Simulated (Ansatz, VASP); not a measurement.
**SiC: VASP beside Ansatz**

POSCAR

```
SiC
1.0
    0.0000000000      2.1783055711      2.1783055711
    2.1783055711      0.0000000000      2.1783055711
    2.1783055711      2.1783055711      0.0000000000
Si C
1 1
Direct
    0.0000000000      0.0000000000      0.0000000000
    0.2500000000      0.2500000000      0.2500000000
```

INCAR.step1

```
PREC     = Accurate       # precision mode
ENCUT    = 660            # plane-wave cutoff, eV
ISMEAR   = 0              # smearing method
SIGMA    = 0.01           # smearing width, eV
LREAL    = False          # projectors in reciprocal space
LASPH    = True           # aspherical terms in the spheres
NELM     = 120            # most SCF steps
NBANDS   = 11             # bands
GGA      = PE             # functional
ALGO     = Normal         # electronic algorithm
EDIFF    = 1E-5           # SCF threshold, eV
LWAVE    = True           # write WAVECAR
LCHARG   = False          # write CHGCAR
GGA_COMPAT= False
```

The input INCAR.step2:

```
PREC     = Accurate       # precision mode
ENCUT    = 660            # plane-wave cutoff, eV
EDIFF    = 1E-6           # SCF threshold, eV
ISMEAR   = 0              # smearing method
SIGMA    = 0.01           # smearing width, eV
LREAL    = False          # projectors in reciprocal space
LASPH    = True           # aspherical terms in the spheres
NELM     = 120            # most SCF steps
ALGO     = Normal         # electronic algorithm
ISIF     = 2              # what is computed and relaxed
LWAVE    = False          # write WAVECAR
LCHARG   = True           # write CHGCAR
METAGGA  = R2SCAN         # meta-GGA
LMIXTAU  = True         
LELF     = True           # ELF
LVHAR    = True         
NBANDS   = 11             # bands
ISTART   = 1            
GGA_COMPAT= False
```

Contents of KPOINTS:

```
Automatic mesh
0
Gamma
  10 10 10
```

Input for Ansatz:

```yaml
crystal:
  lattice:
    - [0.0, 2.1783055711, 2.1783055711]
    - [2.1783055711, 0.0, 2.1783055711]
    - [2.1783055711, 2.1783055711, 0.0]
  atoms:
    - { symbol: Si, position: [0.0, 0.0, 0.0] }
    - { symbol: C, position: [0.25, 0.25, 0.25] }
basis:
  ecutwfc: 500
kpoints:
  mp_grid: { grid: [10, 10, 10] }
  band_path:
    path:
      - [0.0, 0.0, 0.0]
      - [0.0, 0.0, 0.0]
      - [0.5, 0.5, 0.0]
      - [0.5, 0.5, 0.5]
      - [0.0041602572, 0.0041602572, 0.0]
      - [-0.0041602572, -0.0041602572, 0.0]
      - [0.0048038512, 0.0048038512, 0.0048038512]
      - [-0.0048038512, -0.0048038512, -0.0048038512]
      - [0.0041602572, 0.0041602572, 0.0]
      - [-0.0041602572, -0.0041602572, 0.0]
      - [0.5041602572, 0.5041602572, 0.0]
      - [0.4958397428, 0.4958397428, 0.0]
      - [0.5, 0.5041602572, 0.0041602572]
      - [0.5, 0.4958397428, -0.0041602572]
      - [0.5048038512, 0.5048038512, 0.5048038512]
      - [0.4951961488, 0.4951961488, 0.4951961488]
      - [0.4970582539, 0.5029417461, 0.5]
      - [0.5029417461, 0.4970582539, 0.5]
    npoints: 1
hamiltonian:
  xc: r2scan
  pseudopotentials: { kind: paw, azcp: { folder: soft_1 } }
scf:
  occupations: { method: fixed }
  n_extra_bands: 5
output:
  forces: true
  stress: true
  eigenvalues: true
```

Alike in both runs: task single point; functional r2SCAN; k mesh 10 × 10 × 10; no spin polarisation.

```csv
,VASP,Ansatz
version,VASP 6.6.1,Ansatz 0.2.0
potentials or method,"VASP PAW PBE potentials, release 64 (Si, C), cutoff 660 eV","scalar-relativistic, plane waves, PAW"
occupations,"gaussian, width 0.01 eV",fixed
valence electrons in the cell,8,8
```

VASP gave:

| Quantity | Value |
| --- | --- |
| gap on the k mesh at the Fermi level (eV) | 1.73 |
| least direct gap on the mesh (eV) | 5.06 |
| pressure (GPa) | -0.4 |

Estimate Ansatz's values.

gap on the k mesh at the Fermi level (eV): 1.71; least direct gap on the mesh (eV): 5.05; pressure (GPa): 0.0.

VASP's potentials were made for PBE, not for r2SCAN.
